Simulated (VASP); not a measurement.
## CdTe: single point with PBE

CdTe:

```
CELL_PARAMETERS angstrom
3.19361 0.00000 0.00000
-1.59681 2.76575 0.00000
0.00000 0.00000 6.44280
ATOMIC_POSITIONS crystal
Cd 0.00000 0.00000 0.50000
Te 0.00000 0.00000 0.00000
```

```
Program             : VASP 6.6.1
Task                : single point
Functional          : PBE
Potentials or basis : VASP PAW PBE potentials, release 64 (Cd, Te)
Cutoff              : 520 eV
k mesh              : 18 × 18 × 10
Occupations         : gaussian, width 0.1 eV
Spin                : no spin polarisation
```

- Pressure: 0.0 GPa
- Band gap on the k mesh: zero (band 9 reaches 8.39 eV, above the bottom of band 10 at 3.13 eV)

Levels at points of the mesh, in eV from the Fermi level:
```tsv
k point	band 5	band 6	band 7	band 8	band 9	band 10	band 11	band 12	band 13	band 14
(0.00, 0.00, 0.00)	-8.17	-8.17	-5.29	-4.76	3.93	3.93	4.61	8.22	10.53	10.69
(0.50, 0.00, 0.00)	-8.06	-7.92	-5.84	-1.79	0.01	0.17	1.04	3.74	6.16	8.37
(0.00, 0.00, 0.50)	-8.17	-8.17	-6.71	-1.50	0.69	3.96	3.96	9.96	10.69	10.69
(0.50, 0.00, 0.50)	-8.27	-7.92	-5.73	-2.30	-0.56	1.09	2.48	4.86	5.81	6.14
```

It took 82 s on 1 thread of Intel(R) Xeon(R) 6975P-C (Granite Rapids) (shared host), peak memory 0.33 GiB.

Caveat: spin-orbit coupling is left out, which moves the levels of the heavy elements.
